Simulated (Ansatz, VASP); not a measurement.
**One calculation of MgO, two programs**

```
Mg O
1.0
     3.66950    0.00000    0.00000
    -1.83475    3.17788    0.00000
     0.00000    0.00000    4.12480
Mg O
2 2
Direct
  0.66667 0.33333 0.75000
  0.33333 0.66667 0.25000
  0.66667 0.33333 0.25000
  0.33333 0.66667 0.75000
```

Alike in both runs: task single point; functional PBEsol; k mesh 9 × 9 × 6; occupations gaussian, width 0.05 eV; no spin polarisation.

```csv
,VASP,Ansatz
version,VASP 6.6.1,Ansatz 0.2.0
potentials or method,"VASP PAW PBE potentials, release 64 (Mg, O), cutoff 520 eV","scalar-relativistic, plane waves, PAW"
valence electrons in the cell,16,32
```

|  | VASP | Ansatz | Ansatz less VASP |
| --- | --- | --- | --- |
| gap on the k mesh at the Fermi level (eV) | 2.99 | 3.00 | +0.009 |
| least direct gap on the mesh (eV) | 2.99 | 3.00 | +0.009 |
| pressure (GPa) | -8.1 | -7.7 | +0.49 |
| traceless stress, the component that is largest in VASP (GPa) | 4.99 | 5.03 | +0.042 |

VASP's potentials were made for PBE, not for PBEsol, and Ansatz warns of the same on its side. With one functional, cell and mesh, what is left measures potentials, basis and numerics. VASP's potentials hold 16 valence electrons a cell and Ansatz's 32, so a difference there can come from the potentials and not from the codes.
